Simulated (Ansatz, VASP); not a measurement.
## One calculation of BN, two programs

POSCAR

```
BN
1.0
    0.0000000000      1.8048254650      1.7687289557
    1.8048254650      0.0000000000      1.7687289557
    1.8048254650      1.8048254650      0.0000000000
B N
1 1
Direct
    0.0000000000      0.0000000000      0.0000000000
    0.2500000000      0.2500000000      0.2500000000
```

File INCAR.step1:

```
SYSTEM = BN
ALGO = Normal ; EDIFF = 1E-5
ENCUT = 1460 ; GGA = PE
GGA_COMPAT = .FALSE. ; ISMEAR = 0
LASPH = .TRUE. ; LCHARG = .FALSE.
LREAL = .FALSE. ; LWAVE = .TRUE.
NBANDS = 11 ; NELM = 120
PREC = Accurate ; SIGMA = 0.01
```

Contents of INCAR.step2:

```
SYSTEM = BN
ALGO = Normal ; EDIFF = 1E-6
ENCUT = 1460 ; GGA_COMPAT = .FALSE.
ISIF = 2 ; ISMEAR = 0
ISTART = 1 ; LASPH = .TRUE.
LCHARG = .FALSE. ; LMIXTAU = .TRUE.
LREAL = .FALSE. ; LWAVE = .FALSE.
METAGGA = R2SCAN ; NBANDS = 11
NELM = 120 ; PREC = Accurate
SIGMA = 0.01
```

Contents of KPOINTS:

```
k-points
0
G
  12 12 12
  0 0 0
```

Input for Ansatz:

```yaml
crystal:
  lattice:
    - [0.0, 1.804825465, 1.7687289557]
    - [1.804825465, 0.0, 1.7687289557]
    - [1.804825465, 1.804825465, 0.0]
  atoms:
    - { symbol: B, position: [0.0, 0.0, 0.0] }
    - { symbol: "N", position: [0.25, 0.25, 0.25] }
kpoints:
  mp_grid: { grid: [12, 12, 12] }
  band_path:
    path:
      - [0.0, 0.0, 0.0]
      - [-0.5, -0.5, 0.0]
      - [-0.375, -0.375, 0.25]
      - [-0.375, 0.0, 0.375]
      - [0.0, 0.0, 0.5]
      - [-0.5, -0.25, 0.25]
    npoints: 1
hamiltonian:
  xc: r2scan
scf:
  occupations: { method: fixed }
  n_extra_bands: 4
output:
  forces: true
  stress: true
  eigenvalues: true
  write_density: true
  write_potential: true
  elf: true
  volumetric_format: npy
```

Change from the starting cell: uniaxial_z strain -2.0%.

Alike in both runs: task single point; functional r2SCAN; k mesh 12 × 12 × 12; no spin polarisation.

```csv
,VASP,Ansatz
version,VASP 6.6.1,Ansatz 0.2.0
potentials or method,"VASP PAW PBE potentials, release 64 (B_h, N_h)","plane waves, PAW"
plane-wave cutoff (eV),1460,500
occupations,"gaussian, width 0.01 eV",fixed
valence electrons in the cell,8,8
```

Ansatz gave:

| Quantity | Value |
| --- | --- |
| gap on the k mesh at the Fermi level (eV) | 4.65 |
| pressure (GPa) | 8.2 |
| traceless stress, the component that is largest in VASP (GPa) | 8.64 |

Q: Estimate VASP's values.

A: gap on the k mesh at the Fermi level (eV): 4.65; pressure (GPa): 7.7; traceless stress, the component that is largest in VASP (GPa): 8.66.

VASP's potentials were made for PBE, not for r2SCAN.
